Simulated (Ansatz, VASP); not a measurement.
**One calculation of KBr, two programs**

The input INCAR:

```
SYSTEM = KBr
PREC = Accurate
ENCUT = 520
EDIFF = 1E-7
ISMEAR = 0
SIGMA = 0.01
LREAL = .FALSE.
LASPH = .TRUE.
NELM = 150
ALGO = Normal
ISIF = 2
LWAVE = .FALSE.
LCHARG = .FALSE.
LNONCOLLINEAR = .TRUE.
MAGMOM = 0 0 0 0 0 0
LORBIT = 11
LSORBIT = .TRUE.
GGA_COMPAT = .FALSE.
LORBMOM = .TRUE.
GGA = PE
NBANDS = 28
```

Contents of KPOINTS:

```
Automatic mesh
0
G
  6 6 6
  0 0 0
```

The input POSCAR:

```
KBr
1.0
    0.0000000000      3.3024387198      3.3024387198
    3.3024387198      0.0000000000      3.3024387198
    3.3024387198      3.3024387198      0.0000000000
K Br
1 1
Direct
    0.0000000000      0.0000000000      0.0000000000
    0.5000000000      0.5000000000      0.5000000000
```

Input for Ansatz:

```yaml
crystal:
  lattice:
    - [0.0, 3.3024387198, 3.3024387198]
    - [3.3024387198, 0.0, 3.3024387198]
    - [3.3024387198, 3.3024387198, 0.0]
  atoms:
    - { symbol: K, position: [0.0, 0.0, 0.0] }
    - { symbol: Br, position: [0.5, 0.5, 0.5] }
kpoints:
  mp_grid: { grid: [6, 6, 6] }
  band_path:
    path:
      - [0.0, 0.0, 0.0]
      - [0.5, 0.0, 0.5]
      - [0.625, 0.25, 0.625]
      - [0.375, 0.375, 0.75]
      - [0.5, 0.5, 0.5]
      - [0.5, 0.25, 0.75]
    npoints: 1
hamiltonian:
  xc: pbe
scf:
  occupations: { method: fixed }
  n_extra_bands: 8
magnetization:
  noncollinear: true
  spin_orbit: true
output:
  forces: true
  stress: true
  eigenvalues: true
```

Alike in both runs: task single point; functional PBE; k mesh 6 × 6 × 6; non-collinear spin, spin-orbit coupling.

```csv
,VASP,Ansatz
version,VASP 6.6.1,Ansatz 0.2.0
potentials or method,"VASP PAW PBE potentials, release 64 (K_sv, Br)","plane waves, PAW"
plane-wave cutoff (eV),520,420
occupations,"gaussian, width 0.01 eV",fixed
valence electrons in the cell,16,16
```

|  | VASP | Ansatz | Ansatz less VASP |
| --- | --- | --- | --- |
| pressure (GPa) | 0.7 | 0.7 | -0.04 |
